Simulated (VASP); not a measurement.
# Sn: single point with revPBE

The system is Sn.

```
Sn
1.0
     0.00000    3.23334    3.23334
     3.23334    0.00000    3.23334
     3.23334    3.23334    0.00000
Sn
2
Cartesian
  4.8500 4.8500 4.8500
  3.2333 3.2333 3.2333
```

This isn't the form of Sn at room conditions, which is tetragonal (white tin).

| Item | Value |
| --- | --- |
| Program | VASP 6.6.1 |
| Task | single point |
| Functional | revPBE |
| Potentials or basis | VASP PAW PBE potentials, release 64 (Sn_d) |
| Cutoff | 520 eV |
| k mesh | 4 × 4 × 4 |
| Occupations | fermi-dirac, width 0.05 eV |
| Spin | no spin polarisation |
| Dipole correction | no |
| k mesh for the DOS | 6 × 6 × 6 |
| Occupations for the DOS | tetrahedron |
| Further INCAR settings | ALGO = Fast; EDIFF = 1e-06 |

The valence electrons inside the program's atomic spheres are Sn 12.37.

Levels at points of the mesh, in eV from the Fermi level:
```
           k point  band 11  band 12  band 13  band 14  band 15  band 16  band 17  band 18
(0.00, 0.00, 0.00)   -10.73    -0.57     0.01     0.01     0.01     2.08     2.08     2.08
(0.50, 0.00, 0.00)    -9.09    -6.39    -1.22    -1.22    -0.01     3.17     3.17     5.70
(0.50, 0.50, 0.00)    -7.60    -7.60    -2.57    -2.57     0.79     0.79     7.74     7.74
```

Wall time 72 s on 1 thread of Intel Xeon 8259CL, with other jobs on the host, peak memory 0.19 GiB.

Caveat: the k points lie up to 0.42 Å⁻¹ apart; spin-orbit coupling is left out, which moves the levels of the heavy elements.
